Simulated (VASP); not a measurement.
# SnO (Pmn2_1) in VASP: notebook

SnO is run at these levels: r2SCAN; tasks: single point.

Everything below comes from runs of VASP 6.6.1. Logs are shortened: lines on timing, memory, paths and dates and some standing lists are left out, and cuts for length are marked.

## Step 1: The cell of the first run

The structure is orthorhombic, space group Pmn2_1 (No. 31). Conventional cell: a = 3.303 Å, b = 5.758 Å, c = 4.001 Å, α = 90.00°, β = 90.00°, γ = 90.00°. Sn (site symmetry m) has 3 O at 2.12 to 2.13 Å within 2.8 Å. O (site symmetry m) has 3 Sn at 2.12 to 2.13 Å within 2.8 Å.

## Step 2: Single point, r2SCAN

Contents of POSCAR:

```
SnO
1.0
    3.3031148417      0.0000000000      0.0000000000
    0.0000000000      5.7577050573      0.0000000000
    0.0000000000      0.0000000000      4.0008070726
Sn O
2 2
Direct
    0.0000000000      0.2294420242      0.5172649377
    0.5000000000      0.7705579758      0.0172649377
    0.0000000000      0.8935339404      0.7327360623
    0.5000000000      0.1064660596      0.2327360623
```

Contents of INCAR.step1:

```
SYSTEM = SnO
ALGO = Normal ; EDIFF = 1E-4
ENCUT = 520 ; GGA = PE
ISMEAR = 0 ; LASPH = .TRUE.
LCHARG = .FALSE. ; LREAL = .FALSE.
LWAVE = .TRUE. ; NBANDS = 28
NELM = 60 ; PREC = Accurate
SIGMA = 0.01
```

Contents of INCAR.step2:

```
SYSTEM = SnO
ALGO = Normal ; EDIFF = 1E-6
ENCUT = 520 ; ISIF = 2
ISMEAR = 0 ; ISTART = 1
LASPH = .TRUE. ; LCHARG = .FALSE.
LMIXTAU = .TRUE. ; LREAL = .FALSE.
LWAVE = .FALSE. ; METAGGA = R2SCAN
NBANDS = 28 ; NELM = 60
PREC = Accurate ; SIGMA = 0.01
```

Contents of KPOINTS:

```
k-points
0
G
  4 2 4
  0 0 0
```

Potentials or basis: VASP PAW PBE potentials, release 64 (Sn_d, O).

Run with:

```bash
cat potpaw_PBE.64/Sn_d/POTCAR potpaw_PBE.64/O/POTCAR > POTCAR
cp INCAR.step1 INCAR
mpirun -np 1 vasp_std > vasp.out
cp INCAR.step2 INCAR
mpirun -np 1 vasp_std > vasp.out
```

OUTCAR:

```text
SYSTEM = SnO
   EDIFF = 1E-6
   ENCUT = 520
   ISIF = 2
   ISMEAR = 0
   ISTART = 1
   LASPH = .TRUE.
   LREAL = .FALSE.
   METAGGA = R2SCAN
   NELM = 60
   PREC = Accurate

 ion  position               nearest neighbor table
   1  0.000  0.229  0.517-   3 2.12   4 2.13   4 2.13   2 3.70   2 3.70   2 3.70   2 3.70
   2  0.500  0.771  0.017-   4 2.12   3 2.13   3 2.13   1 3.70   1 3.70   1 3.70   1 3.70
   3  0.000  0.894  0.733-   1 2.12   2 2.13   2 2.13
   4  0.500  0.106  0.233-   2 2.12   1 2.13   1 2.13

  LATTYP: Found a simple orthorhombic cell.
 ALAT       =     3.3031148417
 B/A-ratio  =     1.2112225170
 C/A-ratio  =     1.7431137981

  Lattice vectors:

 A1 = (  -3.3031148417,   0.0000000000,   0.0000000000)
 A2 = (   0.0000000000,   0.0000000000,   4.0008070726)
 A3 = (   0.0000000000,   5.7577050573,   0.0000000000)

Analysis of symmetry for initial positions (statically):
=====================================================================
 Subroutine PRICEL returns:
 Original cell was already a primitive cell.

 Routine SETGRP: Setting up the symmetry group for a
 simple orthorhombic supercell.

 Subroutine GETGRP returns: Found  4 space group operations
 (whereof  2 operations were pure point group operations)
 out of a pool of  8 trial point group operations.

The static configuration has the point symmetry C_1h.
 The point group associated with its full space group is C_2v.

Analysis of symmetry for dynamics (positions and initial velocities):
=====================================================================
 Subroutine PRICEL returns:
 Original cell was already a primitive cell.

 Routine SETGRP: Setting up the symmetry group for a
 simple orthorhombic supercell.

 Subroutine GETGRP returns: Found  4 space group operations
 (whereof  2 operations were pure point group operations)
 out of a pool of  8 trial point group operations.

The dynamic configuration has the point symmetry C_1h.
 The point group associated with its full space group is C_2v.

 Subroutine INISYM returns: Found  4 space group operations
 (whereof  2 operations are pure point group operations),
 and found     1 'primitive' translations

----------------------------------------------------------------------------------------

                                     Primitive cell

  volume of cell :      76.0888

  direct lattice vectors                    reciprocal lattice vectors
     3.303114842  0.000000000  0.000000000     0.302744545  0.000000000  0.000000000
     0.000000000  5.757705057  0.000000000     0.000000000  0.173680310  0.000000000
     0.000000000  0.000000000  4.000807073     0.000000000  0.000000000  0.249949568

  length of vectors
     3.303114842  5.757705057  4.000807073     0.302744545  0.173680310  0.249949568

  position of ions in fractional coordinates (direct lattice)
     0.000000000  0.229442024  0.517264938
     0.500000000  0.770557976  0.017264938
     0.000000000  0.893533940  0.732736062
     0.500000000  0.106466060  0.232736062

  ion indices of the primitive-cell ions
   primitive index   ion index
                 1           1
                 2           2
                 3           3
                 4           4

----------------------------------------------------------------------------------------

 KPOINTS: k-points

Automatic generation of k-mesh.
 Grid dimensions read from file:
 generate k-points for:    4    2    4

 Generating k-lattice:

  Cartesian coordinates                     Fractional coordinates (reciprocal lattice)
     0.075686136  0.000000000  0.000000000     0.250000000  0.000000000  0.000000000
     0.000000000  0.086840155  0.000000000     0.000000000  0.500000000  0.000000000
     0.000000000  0.000000000  0.062487392     0.000000000  0.000000000  0.250000000

  Length of vectors
     0.075686136  0.086840155  0.062487392

  Shift w.r.t. Gamma in fractional coordinates (k-lattice)
     0.000000000  0.000000000  0.000000000

 Subroutine IBZKPT returns following result:
 ===========================================

 Found     18 irreducible k-points:

 Following reciprocal coordinates:
            Coordinates               Weight
  0.000000  0.000000  0.000000      1.000000
  0.250000  0.000000  0.000000      2.000000
  0.500000  0.000000  0.000000      1.000000
  0.000000  0.500000  0.000000      1.000000
  0.250000  0.500000  0.000000      2.000000
  0.500000  0.500000  0.000000      1.000000
[... 10 lines left out ...]
  0.250000  0.500000  0.500000      2.000000
  0.500000  0.500000  0.500000      1.000000
   k-points           NKPTS =     18   k-points in BZ     NKDIM =     18   number of bands    NBANDS=     28
   number of dos      NEDOS =    301   number of ions     NIONS =      4
   total plane-waves  NPLWV =  40320
   dimension x,y,z NGX =    28 NGY =   48 NGZ =   30
   dimension x,y,z NGXF=    56 NGYF=   96 NGZF=   60
   ions per type =               2   2
   NGX,Y,Z   is equivalent  to a cutoff of  14.09, 13.86, 12.47 a.u.
   NGXF,Y,Z  is equivalent  to a cutoff of  28.18, 27.72, 24.93 a.u.
 SYSTEM =  SnO
   PREC   = accura    normal or accurate (medium, high low for compatibility)
   ISTART =      1    job   : 0-new  1-cont  2-samecut
   ICHARG =      0    charge: 1-file 2-atom 10-const
   ISPIN  =      1    spin polarized calculation?
   LNONCOLLINEAR =      F non collinear calculations
   LSORBIT =      F    spin-orbit coupling
   LASPH  =      T    aspherical Exc in radial PAW
   ENCUT  =  520.0 eV  38.22 Ry    6.18 a.u.   6.14 10.71  7.44*2*pi/ulx,y,z
   NELM   =     60;   NELMIN=  2; NELMDL=  0     # of ELM steps
   EDIFF  = 0.1E-05   stopping-criterion for ELM
   LREAL  =      F    real-space projection
[... 7 lines left out ...]
   TEBEG  =    0.0;   TEEND  =   0.0 temperature during run
   PSTRESS=    0.0 pullay stress
   NELECT =      40.0000    total number of electrons
   NUPDOWN=      -1.0000    fix difference up-down
   EMIN   =  10.00;   EMAX   =-10.00  energy-range for DOS
   EFERMI =   0.00;   METHOD = LEGACY
   ISMEAR =     0;   SIGMA  =   0.01  broadening in eV -4-tet -1-fermi 0-gaus
   EFERMI_NEDOS =   21; number of points for ismear=-14 and -15
   IALGO  =     38    algorithm
   IMIX   =      4    mixing-type and parameters
     AMIX     =   0.40;   BMIX     =  1.00
     AMIX_MAG =   1.60;   BMIX_MAG =  1.00
  volume/ion in A,a.u.               =      19.02       128.37
  Fermi-wavevector in a.u.,A,eV,Ry     =   1.321259  2.496817 23.752032  1.745725
  Thomas-Fermi vector in A             =   2.451026
   LORBIT       =      0    0 simple, 1 ext, 2 COOP (PROOUT), +10 PAW based schemes
   METAGGA = R2SCAN    functional components
   LHFCALC =     F    Hartree Fock is set to
   AEXX    =    0.0000 exact exchange contribution
   IVDW    =     0    specifies the selected vdW correction
   LEPSILON=     F    determine dielectric tensor
   LRPA    =     F    only Hartree local field effects (RPA)
 non-spin polarized calculation
 Gauss-broadening in eV      SIGMA  =   0.01
  energy-cutoff  :      520.00
  volume of cell :       76.09
 maximum number of plane-waves:      2088
 NGX is ok and might be reduce to    28
   NGX = 13   NGY = 21   NGZ = 15

 number of electron      40.0000010 magnetization

 Free energy of the ion-electron system (eV)
  ---------------------------------------------------
  ext. energy  EPLUGINS =         0.00000000
  ---------------------------------------------------
  free energy    TOTEN  =       -66.58748961 eV

  energy without entropy =      -66.58748961  energy(sigma->0) =      -66.58748961

 E-fermi :   5.2928     XC(G=0): -10.4275

 val. band max:        5.2507325222   @ k =   0.0000   0.0000   0.0000
 cond. band min:       7.4826551216   @ k =   0.0000   0.5000   0.5000
 fundamental gap:      2.2319225994
 Fermi energy:         5.2927521992

 k-point     1 :       0.0000    0.0000    0.0000
  band No.  band energies     occupation
      1     -16.8614      2.00000
      2     -16.3553      2.00000
      3     -16.2202      2.00000
      4     -16.1976      2.00000
      5     -16.1679      2.00000
      6     -16.1403      2.00000
[... 20 lines left out ...]
     27      14.9095      0.00000
     28      15.6612      0.00000

 k-point     2 :       0.2500    0.0000    0.0000
  band No.  band energies     occupation
      1     -16.8532      2.00000
      2     -16.5519      2.00000
      3     -16.2193      2.00000
      4     -16.1978      2.00000
      5     -16.1718      2.00000
      6     -16.1341      2.00000
[... 20 lines left out ...]
     27      14.7281      0.00000
     28      15.9200      0.00000

 k-point     3 :       0.5000    0.0000    0.0000
  band No.  band energies     occupation
      1     -16.8203      2.00000
      2     -16.8203      2.00000
      3     -16.1829      2.00000
      4     -16.1829      2.00000
      5     -16.1288      2.00000
      6     -16.1288      2.00000
[... 20 lines left out ...]
     27      15.7116      0.00000
     28      15.7116      0.00000

 k-point     4 :       0.0000    0.5000    0.0000
  band No.  band energies     occupation
      1     -16.8533      2.00000
      2     -16.3601      2.00000
      3     -16.2137      2.00000
      4     -16.1946      2.00000
      5     -16.1706      2.00000
      6     -16.1458      2.00000
[... 392 lines left out ...]
     27      16.0752      0.00000
     28      16.0752      0.00000

 k-point    17 :       0.2500    0.5000    0.5000
  band No.  band energies     occupation
      1     -16.7538      2.00000
      2     -16.7538      2.00000
      3     -16.2193      2.00000
      4     -16.2193      2.00000
      5     -16.1407      2.00000
      6     -16.1407      2.00000
[... 20 lines left out ...]
     27      16.3323      0.00000
     28      16.3323      0.00000

 k-point    18 :       0.5000    0.5000    0.5000
  band No.  band energies     occupation
      1     -16.8567      2.00000
      2     -16.8567      2.00000
      3     -16.2063      2.00000
      4     -16.2063      2.00000
      5     -16.1092      2.00000
      6     -16.1092      2.00000
[... 20 lines left out ...]
     27      16.6256      0.00000
     28      16.6256      0.00000

------------------------ aborting loop because EDIFF is reached ----------------------------------------

  FORCE on cell =-STRESS in cart. coord.  units (eV):
  Direction    XX          YY          ZZ          XY          YZ          ZX
  --------------------------------------------------------------------------------------
  -------------------------------------------------------------------------------------
  Total        0.7140424      0.5736576      0.6851728      0.0000000      0.0000000      0.0000000
  in kB       15.0353623     12.0793239     14.4274636      0.0000000      0.0000000      0.0000000
  external PRESSURE =      13.8473833 kB  Pullay stress =       0.0000000 kB

 VOLUME and BASIS-vectors are now :
 -----------------------------------------------------------------------------
  energy-cutoff  :      520.00
  volume of cell :       76.09
      direct lattice vectors                 reciprocal lattice vectors
     3.303114842  0.000000000  0.000000000     0.302744545  0.000000000  0.000000000
     0.000000000  5.757705057  0.000000000     0.000000000  0.173680310  0.000000000
     0.000000000  0.000000000  4.000807073     0.000000000  0.000000000  0.249949568

 POSITION                                       TOTAL-FORCE (eV/Angst)
 -----------------------------------------------------------------------------------
      0.00000      1.32106      2.06948         0.000000      0.126102      0.040062
      1.65156      4.43665      0.06907         0.000000     -0.126102      0.040062
      0.00000      5.14470      2.93154         0.000000     -0.009144     -0.040062
      1.65156      0.61300      0.93113         0.000000      0.009144     -0.040062
 -----------------------------------------------------------------------------------
    total drift:                                0.000000     -0.000000      0.002535

  FREE ENERGIE OF THE ION-ELECTRON SYSTEM (eV)
  ---------------------------------------------------
  free  energy   TOTEN  =       -66.5874896059 eV

  energy  without entropy=      -66.5874896059  energy(sigma->0) =      -66.58748961
```

Wall time 1.7 min (1 thread of Intel Xeon Platinum 8375C at 2.90GHz (Ice Lake), shared host); peak memory 0.21 GiB.

What came out:

```yaml
Free_energy: -66.5875 eV
Pressure: 1.4 GPa
Largest_force: 0.132 eV/Å
Band_gap_on_the_k_mesh: 2.23 eV, indirect (least direct gap 3.03 eV)
```

Forces on the atoms (eV/Å):
```
Sn   0.000  0.126  0.040
Sn   0.000 -0.126  0.040
O    0.000 -0.009 -0.040
O    0.000  0.009 -0.040
```

Stress tensor (GPa, compression positive):
```
1.50 0.00 0.00
0.00 1.21 0.00
0.00 0.00 1.44
```

Caveat: the k points lie up to 0.55 Å⁻¹ apart; the PAW data sets were made with another functional, which shifts forces and pressure a little; spin-orbit coupling is left out, which moves the levels of the heavy elements. r2SCAN opens gaps a little over a GGA but as a rule still falls short of measured ones.

(Continued in part 2 of 2.)
